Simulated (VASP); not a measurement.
# Li8Ru4N7 (a cell with a defect) in VASP: single point with PBE

Aim: the single point of Li8Ru4N7 (a cell with a defect) with PBE.

Program: VASP 6.6.1. These are calculated values, not measurements. Logs are shortened: lines on timing, memory, paths and dates and some standing lists are left out, and cuts for length are marked.

## (1) The cell of the first run

The cell holds a defect, 19 atoms: a = 6.328 Å, b = 6.328 Å, c = 5.211 Å, α = 90.00°, β = 90.00°, γ = 120.00°.

## (2) Single point, PBE

Input file INCAR:

```
SYSTEM = Li8Ru4N7
PREC = Accurate ; ENCUT = 650
EDIFF = 1E-6 ; ISMEAR = -1
SIGMA = 0.15 ; LREAL = .False.
LASPH = .True. ; NELM = 120
ALGO = Normal ; ISIF = 2
LWAVE = .False. ; LCHARG = .True.
GGA = PE ; LELF = .True.
LVHAR = .True. ; NBANDS = 72
GGA_COMPAT = .False.
```

Input file KPOINTS:

```
Automatic mesh
0
Gamma
  3 3 3
  0 0 0
```

Input file POSCAR:

```
Li8Ru4N7
1.0
    6.3284654096      0.0000000000      0.0000000000
   -3.1642327048      5.4806118117      0.0000000000
    0.0000000000      0.0000000000      5.2114500000
Li Ru N
8 4 7
Direct
    0.3333333333      0.1666666667      0.3178088498
    0.1696093992      0.3303906008      0.6516357017
    0.3133651359      0.6566825679      0.3675914749
    0.1696093992      0.8392187985      0.6516357017
    0.8433174321      0.1866348641      0.3675914749
    0.6607812015      0.3303906008      0.6516357017
    0.8433174321      0.6566825679      0.3675914749
    0.6666666667      0.8333333333      0.6359934679
   -0.0265448715     -0.0132724358      0.0183853360
    0.0000000000      0.5000000000     -0.0170726226
    0.5132724358     -0.0132724358      0.0183853360
    0.5132724358      0.5265448715      0.0183853360
    0.1694126570      0.3305873430      0.1942257162
    0.3294125314      0.6647062657      0.7779065473
    0.1694126570      0.8388253140      0.1942257162
    0.8352937343      0.1705874686      0.7779065473
    0.6611746860      0.3305873430      0.1942257162
    0.8352937343      0.6647062657      0.7779065473
    0.6666666667      0.8333333333      0.2470469833
```

Potentials or basis: VASP PAW PBE potentials, release 64 (Li_sv, Ru_pv, N).

On the command line:

```bash
cat potpaw_PBE.64/Li_sv/POTCAR potpaw_PBE.64/Ru_pv/POTCAR potpaw_PBE.64/N/POTCAR > POTCAR
mpirun -np 1 vasp_std > vasp.out
```

OUTCAR:

```text
SYSTEM = Li8Ru4N7
   PREC = Accurate
   ENCUT = 650
   EDIFF = 1E-6
   ISMEAR = -1
   LREAL = .False.
   LASPH = .True.
   NELM = 120
   ISIF = 2
   GGA = PE

 ion  position               nearest neighbor table
   1  0.333  0.167  0.318-  13 1.91  17 1.91  15 1.91   2 2.50   6 2.50   4 2.50   9 2.51  12 2.51
                            11 2.51
   2  0.170  0.330  0.652-  16 1.95  14 1.95   5 2.32   3 2.32   1 2.50  10 2.54  12 2.69   9 2.69

   3  0.313  0.657  0.368-  13 2.01  15 2.01  19 2.04  14 2.14   2 2.32   4 2.32   8 2.39  12 2.58
                            11 2.58  10 2.64
   4  0.170  0.839  0.652-  18 1.95  14 1.95   7 2.32   3 2.32   1 2.50  10 2.54   9 2.69  11 2.69
[... 5 lines left out ...]
   7  0.843  0.657  0.368-  15 2.01  17 2.01  19 2.04  18 2.14   4 2.32   6 2.32   8 2.39  12 2.58
                             9 2.58  10 2.64
   8  0.667  0.833  0.636-  18 1.99  14 1.99  16 1.99  19 2.03   7 2.39   3 2.39   5 2.39   9 2.61
                            11 2.61  12 2.61
   9  0.973  0.987  0.018-  19 2.06  15 2.10  13 2.10  18 2.17  16 2.17   1 2.51   5 2.58   7 2.58
                             8 2.61   4 2.69   2 2.69  11 2.91  12 2.91  10 3.17  10 3.17
  10  0.000  0.500  0.983-  18 2.10  14 2.10  16 2.10  17 2.16  13 2.16  15 2.16   2 2.54   6 2.54
                             4 2.54   7 2.64   3 2.64   5 2.64  12 3.17   9 3.17  11 3.17  11 3.17
  11  0.513  0.987  0.018-  19 2.06  15 2.10  17 2.10  16 2.17  14 2.17   1 2.51   5 2.58   3 2.58
                             8 2.61   4 2.69   6 2.69   9 2.91  12 2.91  10 3.17  10 3.17
  12  0.513  0.527  0.018-  19 2.06  17 2.10  13 2.10  18 2.17  14 2.17   1 2.51   3 2.58   7 2.58
                             8 2.61   6 2.69   2 2.69  11 2.91   9 2.91  10 3.17  10 3.17
  13  0.169  0.331  0.194-   1 1.91   5 2.01   3 2.01  12 2.10   9 2.10  10 2.16
  14  0.329  0.665  0.778-   2 1.95   4 1.95   8 1.99  10 2.10   3 2.14  11 2.17  12 2.17
  15  0.169  0.839  0.194-   1 1.91   7 2.01   3 2.01   9 2.10  11 2.10  10 2.16
  16  0.835  0.171  0.778-   2 1.95   6 1.95   8 1.99  10 2.10   5 2.14  11 2.17   9 2.17
  17  0.661  0.331  0.194-   1 1.91   7 2.01   5 2.01  12 2.10  11 2.10  10 2.16
  18  0.835  0.665  0.778-   4 1.95   6 1.95   8 1.99  10 2.10   7 2.14  12 2.17   9 2.17
  19  0.667  0.833  0.247-   8 2.03   7 2.04   3 2.04   5 2.04   9 2.06  11 2.06  12 2.06

  LATTYP: Found a hexagonal cell.
 ALAT       =     6.3284654096
 C/A-ratio  =     0.8234934795

  Lattice vectors:

 A1 = (   6.3284654096,   0.0000000000,   0.0000000000)
 A2 = (  -3.1642327048,   5.4806118117,   0.0000000000)
 A3 = (   0.0000000000,   0.0000000000,   5.2114500000)

Analysis of symmetry for initial positions (statically):
=====================================================================
 Subroutine PRICEL returns:
 Original cell was already a primitive cell.

 Routine SETGRP: Setting up the symmetry group for a
 hexagonal supercell.

 Subroutine GETGRP returns: Found  6 space group operations
[... 148 lines left out ...]
   EMIN   =  10.00;   EMAX   =-10.00  energy-range for DOS
   EFERMI =   0.00;   METHOD = LEGACY
   ISMEAR =    -1;   SIGMA  =   0.15  broadening in eV -4-tet -1-fermi 0-gaus
   EFERMI_NEDOS =   21; number of points for ismear=-14 and -15
   IALGO  =     38    algorithm
   IMIX   =      4    mixing-type and parameters
     AMIX     =   0.40;   BMIX     =  1.00
     AMIX_MAG =   1.60;   BMIX_MAG =  1.00
  volume/ion in A,a.u.               =       9.51        64.20
  Fermi-wavevector in a.u.,A,eV,Ry     =   1.408031  2.660792 26.974234  1.982550
  Thomas-Fermi vector in A             =   2.530230
   LORBIT       =      0    0 simple, 1 ext, 2 COOP (PROOUT), +10 PAW based schemes
   GGA     = PE    functional components
   LHFCALC =     F    Hartree Fock is set to
   AEXX    =    0.0000 exact exchange contribution
   IVDW    =     0    specifies the selected vdW correction
   LEPSILON=     F    determine dielectric tensor
   LRPA    =     F    only Hartree local field effects (RPA)
 non-spin polarized calculation
  energy-cutoff  :      650.00
  volume of cell :      180.75
 maximum number of plane-waves:      6816
 NGX is ok and might be reduce to    54
   NGX = 27   NGY = 27   NGZ = 21

 number of electron     114.9999998 magnetization

 Free energy of the ion-electron system (eV)
  ---------------------------------------------------
  ext. energy  EPLUGINS =         0.00000000
  ---------------------------------------------------
  free energy    TOTEN  =      -112.91466768 eV

  energy without entropy =     -112.23033015  energy(sigma->0) =     -112.57249892

 E-fermi :   6.9280     XC(G=0): -11.3117

 val. band max:        6.8951947848   @ k =   0.0000   0.0000   0.0000
 cond. band min:       7.0275796814   @ k =   0.3333   0.0000   0.0000
 fundamental gap:      0.1323848966
 Fermi energy:         6.9280154683

 k-point     1 :       0.0000    0.0000    0.0000
  band No.  band energies     occupation
      1     -38.7412      2.00000
      2     -38.7231      2.00000
      3     -38.7231      2.00000
      4     -38.4946      2.00000
      5     -38.4867      2.00000
      6     -38.4867      2.00000
[... 493 lines left out ...]
     68      10.1636      0.00000
     69      10.3984      0.00000
 [bands above 69 left out]

------------------------ aborting loop because EDIFF is reached ----------------------------------------

  FORCE on cell =-STRESS in cart. coord.  units (eV):
  Direction    XX          YY          ZZ          XY          YZ          ZX
  --------------------------------------------------------------------------------------
  -------------------------------------------------------------------------------------
  Total       -2.9128192     -2.9128192      2.7742912      0.0000000      0.0000000      0.0000000
  in kB      -25.8189205    -25.8189205     24.5910230      0.0000000      0.0000000      0.0000000
  external PRESSURE =      -9.0156060 kB  Pullay stress =       0.0000000 kB

 VOLUME and BASIS-vectors are now :
 -----------------------------------------------------------------------------
  energy-cutoff  :      650.00
  volume of cell :      180.75
      direct lattice vectors                 reciprocal lattice vectors
     6.328465410  0.000000000  0.000000000     0.158016191  0.091230691  0.000000000
    -3.164232705  5.480611812  0.000000000     0.000000000  0.182461381  0.000000000
     0.000000000  0.000000000  5.211450000     0.000000000  0.000000000  0.191885176

 POSITION                                       TOTAL-FORCE (eV/Angst)
 -----------------------------------------------------------------------------------
      1.58212      0.91344      1.65624         0.000000      0.000000      0.016115
      0.02793      1.81074      3.39597         0.009104     -0.005256     -0.013121
     -0.09478      3.59902      1.91568        -0.004273     -0.002467      0.009734
     -1.58212      4.59943      3.39597        -0.000000      0.010513     -0.013121
      4.74635      1.02287      1.91568         0.000000      0.004934      0.009734
      3.13630      1.81074      3.39597        -0.009104     -0.005256     -0.013121
[... 11 lines left out ...]
      3.18284      3.64300      4.05402        -0.001462      0.000844      0.016265
      1.58212      4.56718      1.28747         0.000000      0.000000     -0.008844
 -----------------------------------------------------------------------------------
    total drift:                               -0.000002      0.000001     -0.000068

  FREE ENERGIE OF THE ION-ELECTRON SYSTEM (eV)
  ---------------------------------------------------
  free  energy   TOTEN  =      -112.9146676814 eV

  energy  without entropy=     -112.2303301490  energy(sigma->0) =     -112.57249892
```

OSZICAR:

```text
N       E                     dE             d eps       ncg     rms          rms(c)
DAV:   1     0.143224149903E+04    0.14322E+04   -0.66779E+04  1008   0.205E+03
DAV:   2     0.210105252352E+02   -0.14112E+04   -0.13459E+04  1048   0.585E+02
DAV:   3    -0.114756126147E+03   -0.13577E+03   -0.13084E+03  1304   0.167E+02
DAV:   4    -0.136876876661E+03   -0.22121E+02   -0.21951E+02  1808   0.408E+01
DAV:   5    -0.138360360657E+03   -0.14835E+01   -0.14819E+01  1344   0.129E+01    0.522E+01
DAV:   6    -0.127568526633E+03    0.10792E+02   -0.19883E+02  1208   0.660E+01    0.362E+01
DAV:   7    -0.113060338630E+03    0.14508E+02   -0.64316E+01  1096   0.504E+01    0.153E+01
DAV:   8    -0.116164503641E+03   -0.31042E+01   -0.16176E+01  1160   0.195E+01    0.210E+01
DAV:   9    -0.113123598088E+03    0.30409E+01   -0.21491E+01  1240   0.110E+01    0.578E+00
DAV:  10    -0.112929012969E+03    0.19459E+00   -0.71398E-01  1368   0.392E+00    0.148E+00
DAV:  11    -0.112911822009E+03    0.17191E-01   -0.91421E-02  1440   0.160E+00    0.728E-01
DAV:  12    -0.112913872928E+03   -0.20509E-02   -0.18351E-02  1320   0.610E-01    0.374E-01
DAV:  13    -0.112914539316E+03   -0.66639E-03   -0.24977E-03  1360   0.240E-01    0.141E-01
DAV:  14    -0.112914656374E+03   -0.11706E-03   -0.63255E-04  1424   0.111E-01    0.439E-02
DAV:  15    -0.112914661983E+03   -0.56082E-05   -0.10303E-04  1400   0.511E-02    0.228E-02
DAV:  16    -0.112914666569E+03   -0.45861E-05   -0.38293E-05  1208   0.264E-02    0.979E-03
DAV:  17    -0.112914667584E+03   -0.10149E-05   -0.48479E-06  1112   0.106E-02    0.402E-03
DAV:  18    -0.112914667681E+03   -0.97667E-07   -0.10471E-06   672   0.531E-03
   1 F= -.11291467E+03 E0= -.11257250E+03  d E =-.684338E+00
```

Run time: 2.5 min. Hardware: 1 thread of AMD EPYC 9R45 (Zen 5), shared host; peak memory 0.37 GiB.

What came out:

| Property | Result |
| --- | --- |
| Free energy | -112.9147 eV |
| Pressure | -0.9 GPa |
| Largest force | 0.021 eV/Å |
| Band gap on the k mesh | zero (an odd number of electrons rules out a gap without spin polarisation) |

Forces on the atoms (eV/Å):
```
Li   0.000  0.000  0.016
Li   0.009 -0.005 -0.013
Li  -0.004 -0.002  0.010
Li   0.000  0.011 -0.013
Li   0.000  0.005  0.010
Li  -0.009 -0.005 -0.013
Li   0.004 -0.002  0.010
Li   0.000  0.000 -0.007
Ru   0.007  0.004 -0.009
Ru   0.000  0.000 -0.004
Ru  -0.007  0.004 -0.009
Ru   0.000 -0.008 -0.009
N   -0.018  0.010 -0.003
N    0.001  0.001  0.016
N    0.000 -0.021 -0.003
N    0.000 -0.002  0.016
N    0.018  0.010 -0.003
N   -0.001  0.001  0.016
N    0.000  0.000 -0.009
```

Stress tensor (GPa, compression positive):
```
-2.58  0.00  0.00
 0.00 -2.58  0.00
 0.00  0.00  2.46
```

Caveat: the k points lie up to 0.40 Å⁻¹ apart, too coarse for converged energies and pressures of a metal.

The gap in the log of VASP goes by the Fermi energy; the results here count the filled bands.